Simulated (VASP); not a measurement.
Set up this calculation in VASP 6.6.1, as the native input.

* Task: relaxation of cell and atoms
* Functional: PBEsol
* Potentials or basis: VASP PAW PBE potentials, release 64 (Sn_d, Te)
* Cutoff: 500 eV
* k mesh: 6 × 6 × 6
* Occupations: gaussian, width 0.01 eV
* Spin: no spin polarisation
* Dipole correction: no
* Further INCAR settings: ALGO = Normal; EDIFF = 1e-07; IBRION = 2; EDIFFG = -0.02; NSW = 80; ISIF = 3

The structure of SnTe lies in POSCAR:

```
SnTe
1.0
    0.0000000000      3.6111460000      3.6111460000
    3.6111460000      0.0000000000      3.6111460000
    3.6111460000      3.6111460000      0.0000000000
Sn Te
1 1
Direct
    0.0000000000      0.0000000000      0.0000000000
    0.7500000000      0.7500000000      0.7500000000
```

These files were run (other wordings do the same):

INCAR

```
SYSTEM = SnTe
PREC = Accurate
ENCUT = 500
EDIFF = 1E-7
ISMEAR = 0
SIGMA = 0.01
LREAL = .FALSE.
LASPH = .TRUE.
NELM = 120
ALGO = Normal
ISIF = 3
LWAVE = .FALSE.
LCHARG = .FALSE.
GGA = PS
IBRION = 2
NSW = 80
EDIFFG = -0.02
GGA_COMPAT = .FALSE.
NELMIN = 4
```

KPOINTS

```
Automatic mesh
0
G
  6 6 6
  0 0 0
```

Potentials or basis: VASP PAW PBE potentials, release 64 (Sn_d, Te).

Launch:

```sh
$ cat potpaw_PBE.64/Sn_d/POTCAR potpaw_PBE.64/Te/POTCAR > POTCAR
$ mpirun -np 1 vasp_std > vasp.out
```

It gave:

```yaml
Relaxed_volume: 44.56 Å³/atom
Relaxed_cell: a = 5.014 Å, b = 5.014 Å, c = 5.014 Å, α = 60.00°, β = 60.00°, γ = 60.00°
Space_group_after_relaxing_to_0.1_Å: F-43m (No. 216)
Energy_gained_by_relaxing: 11.2 meV/atom
Ionic_steps: 3
Pressure_after_relaxing: 0.0 GPa
Band_gap_on_the_k_mesh: 0.09 eV (least direct gap 0.69 eV)
```

Caveat: the PAW data sets were made with another functional, which shifts forces and pressure a little; spin-orbit coupling is left out, which moves the levels of the heavy elements.

Wall time 61 s on 1 thread of Intel(R) Xeon(R) Platinum 8375C CPU @ 2.90GHz (Ice Lake), on a shared host, peak memory 0.24 GiB.
